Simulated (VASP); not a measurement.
TaAs, 4 atoms in the cell. The structure is tetragonal, space group I4_1md (No. 109). Conventional cell: a = 3.429 Å, b = 3.429 Å, c = 11.582 Å, α = 90.00°, β = 90.00°, γ = 90.00°. Within 3.5 Å of Ta (site symmetry 2mm) lie 6 As at 2.59 to 2.60 Å and 8 Ta at 3.37 to 3.43 Å. Within 3.5 Å of As (site symmetry 2mm) lie 6 Ta at 2.59 to 2.60 Å and 8 As at 3.37 to 3.43 Å. 

```yaml
Program: VASP 6.6.1
Task: single point
Functional: PBEsol
Potentials_or_basis: VASP PAW PBE potentials, release 64 (Ta_pv, As)
Cutoff: 520 eV
k_mesh: 7 × 6 × 15
Occupations: gaussian, width 0.1 eV
Spin: no spin polarisation
Dipole_correction: no
Further_INCAR_settings: ALGO = Normal; EDIFF = 1e-07; NBANDS = 24; ISYM = 0
```

Potentials or basis: VASP PAW PBE potentials, release 64 (Ta_pv, As).

Launch:

```sh
$ cat potpaw_PBE.64/Ta_pv/POTCAR potpaw_PBE.64/As/POTCAR > POTCAR
$ mpirun -np 1 vasp_std > vasp.out
```

Hardware: 1 thread of Intel(R) Xeon(R) Platinum 8259CL CPU @ 2.50GHz (Skylake/Cascade Lake), with other jobs on the host.

Q: How long does it take, and how much memory?

A: Wall time 7.3 min on 1 thread of Intel(R) Xeon(R) Platinum 8259CL CPU @ 2.50GHz (Skylake/Cascade Lake) (shared host), peak memory 0.56 GiB. Counts: scf iterations 14, k points 316.
